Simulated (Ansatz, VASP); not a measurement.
## Bi: VASP and Ansatz over several settings

```
Bi
1.0
    -1.94098    1.94098    1.94098
     1.94098   -1.94098    1.94098
     1.94098    1.94098   -1.94098
Bi
1
Direct
  0.00000 0.00000 0.00000
```

Single points on this cell with VASP 6.6.1 and Ansatz 0.2.0. Each row is one pair of runs. Alike in all rows: spin: off; smearing: fermi-dirac, width 0.05 eV; VASP's potentials, cutoff: VASP PAW PBE potentials, release 64 (Bi_d), 520 eV; Ansatz's potentials, cutoff: Ansatz PAW, 420 eV.

| level | k mesh | gap on the k mesh at the Fermi level (eV), VASP | gap on the k mesh at the Fermi level (eV), Ansatz | pressure (GPa), VASP | pressure (GPa), Ansatz |
| --- | --- | --- | --- | --- | --- |
| BHLYP | 5 × 5 × 5 | none | none | 3.8 | 4.0 |
| HSE06 | 6 × 6 × 6 | none | none | 3.3 | 3.3 |
| PBE0 | 6 × 6 × 6 | none | none | 3.0 | 3.2 |

Pressure (GPa): the two programs differ by at most 0.18.

A gap of «none» marks a metal or a gap that the smearing closes.

The k mesh is coarse, so the values compare programs but aren't converged. Spin-orbit coupling is off throughout.
